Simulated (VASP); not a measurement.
# ZnO (P6_3mc) in VASP: notebook

ZnO is run at these levels: LDA; tasks: single point.

All numbers are computed with VASP 6.6.1; they aren't measurements. Logs are shortened: lines on timing, memory, paths and dates and some standing lists are left out, and cuts for length are marked.

## 1. The cell of the first run

Symmetry: P6_3mc, No. 186, hexagonal system. The conventional cell has a = 3.231 Å, b = 3.231 Å, c = 5.015 Å, α = 90.00°, β = 90.00°, γ = 120.00°. Within 2.5 Å of Zn (site symmetry 3m) lie 4 O at 1.90 to 2.12 Å. O (site symmetry 3m) has 4 Zn at 1.90 to 2.12 Å within 2.5 Å.

## 2. Single point, LDA (c/a of the conventional cell at fixed volume 1.5522)

The input, INCAR:

```
  PREC = Accurate
  ENCUT = 520
  EDIFF = 1E-6
  ISMEAR = 0
  SIGMA = 0.05
  LREAL = F
  LASPH = T
  NELM = 100
  ALGO = Normal
  ISIF = 2
  LWAVE = F
  LCHARG = T
  GGA = CA
  LELF = T
  LVHAR = T
  NBANDS = 26
```

The input, KPOINTS:

```
regular mesh
0
Gamma
  12 12 6
```

The input, POSCAR:

```
ZnO
1.0
    3.2308276147      0.0000000000      0.0000000000
   -1.6154138073      2.7979787896      0.0000000000
    0.0000000000      0.0000000000      5.0148906235
Zn O
2 2
Direct
    0.3333333333      0.6666666667      0.0018514197
    0.6666666667      0.3333333333      0.5018514197
    0.3333333333      0.6666666667      0.4254632686
    0.6666666667      0.3333333333      0.9254632686
```

Potentials or basis: VASP PAW LDA potentials, release 64 (Zn, O).

The run is started by

```
cat potpaw_LDA.64/Zn/POTCAR potpaw_LDA.64/O/POTCAR > POTCAR
mpirun -np 1 vasp_std > vasp.out
```

OUTCAR:

```text
PREC = Accurate
   ENCUT = 520
   EDIFF = 1E-6
   ISMEAR = 0
   LREAL = F
   LASPH = T
   NELM = 100
   ISIF = 2
   GGA = CA

 ion  position               nearest neighbor table
   1  0.333  0.667  0.002-   4 1.90   4 1.90   4 1.90   3 2.12
   2  0.667  0.333  0.502-   3 1.90   3 1.90   3 1.90   4 2.12
   3  0.333  0.667  0.425-   2 1.90   2 1.90   2 1.90   1 2.12
   4  0.667  0.333  0.925-   1 1.90   1 1.90   1 1.90   2 2.12

  LATTYP: Found a hexagonal cell.
 ALAT       =     3.2308276147
 C/A-ratio  =     1.5522000000

  Lattice vectors:

 A1 = (   3.2308276147,   0.0000000000,   0.0000000000)
 A2 = (  -1.6154138073,   2.7979787896,   0.0000000000)
 A3 = (   0.0000000000,   0.0000000000,   5.0148906235)

Analysis of symmetry for initial positions (statically):
=====================================================================
 Subroutine PRICEL returns:
 Original cell was already a primitive cell.

 Routine SETGRP: Setting up the symmetry group for a
 hexagonal supercell.

 Subroutine GETGRP returns: Found 12 space group operations
 (whereof  6 operations were pure point group operations)
 out of a pool of 24 trial point group operations.

The static configuration has the point symmetry C_3v.
 The point group associated with its full space group is C_6v.

Analysis of symmetry for dynamics (positions and initial velocities):
=====================================================================
 Subroutine PRICEL returns:
 Original cell was already a primitive cell.

 Routine SETGRP: Setting up the symmetry group for a
 hexagonal supercell.

 Subroutine GETGRP returns: Found 12 space group operations
 (whereof  6 operations were pure point group operations)
 out of a pool of 24 trial point group operations.

The dynamic configuration has the point symmetry C_3v.
 The point group associated with its full space group is C_6v.

 Subroutine INISYM returns: Found 12 space group operations
 (whereof  6 operations are pure point group operations),
 and found     1 'primitive' translations

----------------------------------------------------------------------------------------

                                     Primitive cell

  volume of cell :      45.3335

  direct lattice vectors                    reciprocal lattice vectors
     3.230827615  0.000000000  0.000000000     0.309518216  0.178700425  0.000000000
    -1.615413807  2.797978790  0.000000000     0.000000000  0.357400851  0.000000000
     0.000000000  0.000000000  5.014890624     0.000000000  0.000000000  0.199406144

  length of vectors
     3.230827615  3.230827615  5.014890624     0.357400851  0.357400851  0.199406144

  position of ions in fractional coordinates (direct lattice)
     0.333333333  0.666666667  0.001851420
     0.666666667  0.333333333  0.501851420
     0.333333333  0.666666667  0.425463269
     0.666666667  0.333333333  0.925463269

  ion indices of the primitive-cell ions
   primitive index   ion index
                 1           1
                 2           2
                 3           3
                 4           4

----------------------------------------------------------------------------------------

 KPOINTS: regular mesh

Automatic generation of k-mesh.
 Grid dimensions read from file:
 generate k-points for:   12   12    6

 Generating k-lattice:

  Cartesian coordinates                     Fractional coordinates (reciprocal lattice)
     0.025793185  0.014891702  0.000000000     0.083333333 -0.000000000  0.000000000
     0.000000000  0.029783404  0.000000000     0.000000000  0.083333333  0.000000000
     0.000000000  0.000000000  0.033234357     0.000000000  0.000000000  0.166666667

  Length of vectors
     0.029783404  0.029783404  0.033234357

  Shift w.r.t. Gamma in fractional coordinates (k-lattice)
     0.000000000  0.000000000  0.000000000

 Subroutine IBZKPT returns following result:
 ===========================================

 Found     76 irreducible k-points:

 Following reciprocal coordinates:
            Coordinates               Weight
  0.000000  0.000000  0.000000      1.000000
  0.083333  0.000000  0.000000      6.000000
  0.166667  0.000000  0.000000      6.000000
  0.250000  0.000000  0.000000      6.000000
  0.333333 -0.000000  0.000000      6.000000
  0.416667  0.000000  0.000000      6.000000
[... 16 lines left out ...]
  0.250000  0.000000  0.166667     12.000000
  0.333333 -0.000000  0.166667     12.000000
 [... further k-points ...]
   k-points           NKPTS =     76   k-points in BZ     NKDIM =     76   number of bands    NBANDS=     26
   number of dos      NEDOS =    301   number of ions     NIONS =      4
   total plane-waves  NPLWV =  23040
   dimension x,y,z NGX =    24 NGY =   24 NGZ =   40
   dimension x,y,z NGXF=    48 NGYF=   48 NGZF=   80
   ions per type =               2   2
   NGX,Y,Z   is equivalent  to a cutoff of  12.35, 12.35, 13.26 a.u.
   NGXF,Y,Z  is equivalent  to a cutoff of  24.70, 24.70, 26.52 a.u.
 SYSTEM =  unknown system
   PREC   = accura    normal or accurate (medium, high low for compatibility)
   ISTART =      0    job   : 0-new  1-cont  2-samecut
   ICHARG =      2    charge: 1-file 2-atom 10-const
   ISPIN  =      1    spin polarized calculation?
   LNONCOLLINEAR =      F non collinear calculations
   LSORBIT =      F    spin-orbit coupling
   LASPH  =      T    aspherical Exc in radial PAW
   ENCUT  =  520.0 eV  38.22 Ry    6.18 a.u.   6.01  6.01  9.32*2*pi/ulx,y,z
   NELM   =    100;   NELMIN=  2; NELMDL= -5     # of ELM steps
   EDIFF  = 0.1E-05   stopping-criterion for ELM
   LREAL  =      F    real-space projection
   EDIFFG = 0.1E-04   stopping-criterion for IOM
   NSW    =      0    number of steps for IOM
   IBRION =     -1    ionic relax: 0-MD 1-quasi-New 2-CG
   NFREE  =      0    steps in history (QN), initial steepest desc. (CG)
   ISIF   =      2    stress and relaxation
   ISYM   =      2    0-nonsym 1-usesym 2-fastsym
   POTIM  = 0.5000    time-step for ionic-motion
   TEBEG  =    0.0;   TEEND  =   0.0 temperature during run
   PSTRESS=    0.0 pullay stress
   NELECT =      36.0000    total number of electrons
   NUPDOWN=      -1.0000    fix difference up-down
   EMIN   =  10.00;   EMAX   =-10.00  energy-range for DOS
   EFERMI =   0.00;   METHOD = LEGACY
   ISMEAR =     0;   SIGMA  =   0.05  broadening in eV -4-tet -1-fermi 0-gaus
   EFERMI_NEDOS =   21; number of points for ismear=-14 and -15
   IALGO  =     38    algorithm
   IMIX   =      4    mixing-type and parameters
     AMIX     =   0.40;   BMIX     =  1.00
     AMIX_MAG =   1.60;   BMIX_MAG =  1.00
  volume/ion in A,a.u.               =      11.33        76.48
  Fermi-wavevector in a.u.,A,eV,Ry     =   1.516011  2.864846 31.270138  2.298290
  Thomas-Fermi vector in A             =   2.625458
   LORBIT       =      0    0 simple, 1 ext, 2 COOP (PROOUT), +10 PAW based schemes
   GGA     = CA    functional components
   LHFCALC =     F    Hartree Fock is set to
   AEXX    =    0.0000 exact exchange contribution
   IVDW    =     0    specifies the selected vdW correction
   LEPSILON=     F    determine dielectric tensor
   LRPA    =     F    only Hartree local field effects (RPA)
 non-spin polarized calculation
 Gauss-broadening in eV      SIGMA  =   0.05
  energy-cutoff  :      520.00
  volume of cell :       45.33
 maximum number of plane-waves:      1248
   NGX = 13   NGY = 13   NGZ = 19

 number of electron      36.0000054 magnetization

 Free energy of the ion-electron system (eV)
  ---------------------------------------------------
  ext. energy  EPLUGINS =         0.00000000
  ---------------------------------------------------
  free energy    TOTEN  =       -21.00781818 eV

  energy without entropy =      -21.00781818  energy(sigma->0) =      -21.00781818

 E-fermi :   1.6710     XC(G=0): -11.7244

 val. band max:        1.3768896421   @ k =   0.0000   0.0000   0.0000
 cond. band min:       2.2656981507   @ k =   0.0000   0.0000   0.0000
 fundamental gap:      0.8888085086
 Fermi energy:         1.6710136418

 k-point     1 :       0.0000    0.0000    0.0000
  band No.  band energies     occupation
      1     -16.8726      2.00000
      2     -15.9903      2.00000
      3      -4.8760      2.00000
      4      -4.8760      2.00000
      5      -4.8310      2.00000
      6      -4.8310      2.00000
[... 18 lines left out ...]
     25      15.2411      0.00000
     26      16.2399      0.00000

 k-point     2 :       0.0833    0.0000    0.0000
  band No.  band energies     occupation
      1     -16.8278      2.00000
      2     -15.9702      2.00000
      3      -4.9184      2.00000
      4      -4.8390      2.00000
      5      -4.8356      2.00000
      6      -4.7879      2.00000
[... 18 lines left out ...]
     25      15.4234      0.00000
     26      16.1372      0.00000

 k-point     3 :       0.1667    0.0000    0.0000
  band No.  band energies     occupation
      1     -16.7017      2.00000
      2     -15.9171      2.00000
      3      -5.0187      2.00000
      4      -4.8422      2.00000
      5      -4.7305      2.00000
      6      -4.6687      2.00000
[... 18 lines left out ...]
     25      15.2132      0.00000
     26      15.8556      0.00000

 k-point     4 :       0.2500    0.0000    0.0000
  band No.  band energies     occupation
      1     -16.5174      2.00000
      2     -15.8508      2.00000
      3      -5.1167      2.00000
      4      -4.8394      2.00000
      5      -4.5697      2.00000
      6      -4.4955      2.00000
[... 18 lines left out ...]
     25      14.7805      0.00000
     26      16.1048      0.00000
[... 496 lines left out ...]
      1     -16.6507      2.00000
      2     -15.9710      2.00000
      3      -5.0310      2.00000
      4      -4.8960      2.00000
      5      -4.7328      2.00000
      6      -4.6793      2.00000
[... 18 lines left out ...]
     25      14.4886      0.00000
     26      15.5245      0.00000

 k-point    23 :       0.2500    0.0000    0.1667
  band No.  band energies     occupation
      1     -16.4727      2.00000
      2     -15.8950      2.00000
      3      -5.1347      2.00000
      4      -4.9170      2.00000
      5      -4.5710      2.00000
      6      -4.5069      2.00000
[... 18 lines left out ...]
     25      14.7711      0.00000
     26      15.7903      0.00000

 k-point    24 :       0.3333   -0.0000    0.1667
  band No.  band energies     occupation
      1     -16.2764      2.00000
      2     -15.8304      2.00000
      3      -5.1782      2.00000
      4      -4.9233      2.00000
      5      -4.4045      2.00000
      6      -4.3085      2.00000
[... 18 lines left out ...]
     25      15.1842      0.00000
     26      15.7824      0.00000

 [... further k-points ...]
[... 5 lines left out ...]
  --------------------------------------------------------------------------------------
  -------------------------------------------------------------------------------------
  Total        1.3093767      1.3093767     -1.1607967      0.0000000     -0.0000000      0.0000000
  in kB       46.2759700     46.2759700    -41.0248564      0.0000000     -0.0000000      0.0000000
  external PRESSURE =      17.1756945 kB  Pullay stress =       0.0000000 kB

 VOLUME and BASIS-vectors are now :
 -----------------------------------------------------------------------------
  energy-cutoff  :      520.00
  volume of cell :       45.33
      direct lattice vectors                 reciprocal lattice vectors
     3.230827615  0.000000000  0.000000000     0.309518216  0.178700425  0.000000000
    -1.615413807  2.797978790  0.000000000     0.000000000  0.357400851  0.000000000
     0.000000000  0.000000000  5.014890624     0.000000000  0.000000000  0.199406144

 POSITION                                       TOTAL-FORCE (eV/Angst)
 -----------------------------------------------------------------------------------
     -0.00000      1.86532      0.00928        -0.000000     -0.000000      0.617217
      1.61541      0.93266      2.51673         0.000000      0.000000      0.617217
     -0.00000      1.86532      2.13365         0.000000      0.000000     -0.617217
      1.61541      0.93266      4.64110        -0.000000     -0.000000     -0.617217
 -----------------------------------------------------------------------------------
    total drift:                               -0.000001     -0.000002     -0.002940

  FREE ENERGIE OF THE ION-ELECTRON SYSTEM (eV)
  ---------------------------------------------------
  free  energy   TOTEN  =       -21.0078181788 eV

  energy  without entropy=      -21.0078181788  energy(sigma->0) =      -21.00781818
```

It took 44 s on 1 thread of AMD EPYC 9R14 (Zen 4), shared host; peak memory 0.16 GiB.

What came out:

* Free energy: -21.0078 eV
* Pressure: 1.7 GPa
* Largest force: 0.617 eV/Å
* Band gap on the k mesh: 0.89 eV, direct

Forces on the atoms (eV/Å):
```
Zn   0.000  0.000  0.617
Zn   0.000  0.000  0.617
O    0.000  0.000 -0.617
O    0.000  0.000 -0.617
```

## 3. Single point, LDA (c/a of the conventional cell at fixed volume 1.6815)

The input, INCAR:

```
SYSTEM = ZnO
PREC     = Accurate       ! precision mode
ENCUT    = 520            ! plane-wave cutoff, eV
EDIFF    = 1E-6           ! SCF threshold, eV
ISMEAR   = 0              ! smearing method
SIGMA    = 0.05           ! smearing width, eV
LREAL    = .False.        ! projectors in reciprocal space
LASPH    = .True.         ! aspherical terms in the spheres
NELM     = 60             ! most SCF steps
ALGO     = Normal         ! electronic algorithm
ISIF     = 2              ! what is computed and relaxed
LWAVE    = .False.        ! write WAVECAR
LCHARG   = .True.         ! write CHGCAR
LELF     = .True.         ! ELF
LVHAR    = .True.       
NBANDS   = 26             ! bands
```

The input, KPOINTS:

```
Automatic mesh
0
Gamma
  12 12 6
  0 0 0
```

The input, POSCAR:

```
ZnO
1.0
    3.1457972038      0.0000000000      0.0000000000
   -1.5728986019      2.7243402936      0.0000000000
    0.0000000000      0.0000000000      5.2896579982
Zn O
2 2
Direct
    0.3333333333      0.6666666667      0.0018514197
    0.6666666667      0.3333333333      0.5018514197
    0.3333333333      0.6666666667      0.3576412361
    0.6666666667      0.3333333333      0.8576412361
```

Potentials or basis: VASP PAW LDA potentials, release 64 (Zn, O).

The run is started by

```
cat potpaw_LDA.64/Zn/POTCAR potpaw_LDA.64/O/POTCAR > POTCAR
mpirun -np 1 vasp_std > vasp.out
```

It took 43 s on 1 thread of AMD EPYC 9R14 (Zen 4), shared host; peak memory 0.16 GiB.

It converged, with:

```yaml
Free_energy: -21.0993 eV
Pressure: 0.9 GPa
Largest_force: 0.659 eV/Å
Band_gap_on_the_k_mesh: 0.80 eV, direct
```

Forces on the atoms (eV/Å):
```
Zn   0.000  0.000 -0.659
Zn   0.000  0.000 -0.659
O    0.000  0.000  0.659
O    0.000  0.000  0.659
```

Stress tensor (GPa, compression positive):
```
-0.32  0.00  0.00
 0.00 -0.32  0.00
 0.00  0.00  3.42
```

Levels at points of the mesh, in eV from the valence-band top:
```csv
k point,band 16,band 17,band 18,band 19,band 20,band 21
"(0.00, 0.00, 0.00)",-0.12,0.00,0.00,0.80,5.56,7.95
"(0.50, 0.00, 0.00)",-2.40,-1.59,-0.66,5.89,6.80,7.07
"(0.00, 0.00, 0.50)",-0.48,-0.48,-0.48,3.46,3.46,10.01
"(0.50, 0.00, 0.50)",-1.68,-1.47,-1.47,5.52,5.52,8.55
```
